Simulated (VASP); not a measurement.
Input of a VASP 6.6.1 run:

The input POSCAR:

```
P
1.0
    1.6440828484     -5.0233398900      0.0000000000
    1.6440828484      5.0233398900      0.0000000000
    0.0000000000      0.0000000000      4.1468562499
P
4
Direct
    0.8934678264      0.1065321736      0.0740385291
    0.6065321736      0.3934678264      0.5740385291
    0.1065321736      0.8934678264      0.9259614709
    0.3934678264      0.6065321736      0.4259614709
```

INCAR.step1

```
PREC = Accurate ; ENCUT = 520
ISMEAR = 0 ; SIGMA = 0.05
LREAL = F ; LASPH = T
NELM = 60 ; NBANDS = 18
GGA = PE ; ALGO = Normal
EDIFF = 1E-4 ; LWAVE = T
LCHARG = F
```

File INCAR.step2:

```
PREC = Accurate ; ENCUT = 520
EDIFF = 1E-6 ; ISMEAR = 0
SIGMA = 0.05 ; LREAL = F
LASPH = T ; NELM = 60
ALGO = Normal ; ISIF = 2
LWAVE = F ; LCHARG = F
METAGGA = R2SCAN ; LMIXTAU = T
IVDW = 12 ; VDW_S6 = 1.0
VDW_S8 = 0.78981345 ; VDW_A1 = 0.49484001
VDW_A2 = 5.73083694 ; NBANDS = 18
ISTART = 1
```

Contents of KPOINTS:

```
Automatic mesh
0
Gamma
  12 12 10
```

Potentials or basis: VASP PAW PBE potentials, release 64 (P).

The run is started by

```sh
$ cat potpaw_PBE.64/P/POTCAR > POTCAR
$ cp INCAR.step1 INCAR
$ mpirun -np 1 vasp_std > vasp.out
$ cp INCAR.step2 INCAR
$ mpirun -np 1 vasp_std > vasp.out
```

Question: Predict the dispersion energy per atom.

Answer: -0.192 eV.

Question: Estimate the band gap on the k mesh.

Answer: Zero (bands 10 and 11 overlap by 0.08 eV).

Question: What does it give for the pressure?

Answer: 3.8 GPa.

Question: Estimate the largest force.

Answer: 0.115 eV/Å.

Forces on the atoms (eV/Å):
```
P    0.000 -0.066  0.094
P    0.000  0.066  0.094
P    0.000  0.066 -0.094
P    0.000 -0.066 -0.094
```

Caveat: the cell stands under pressure; the PAW data sets were made with another functional, which shifts forces and pressure a little.
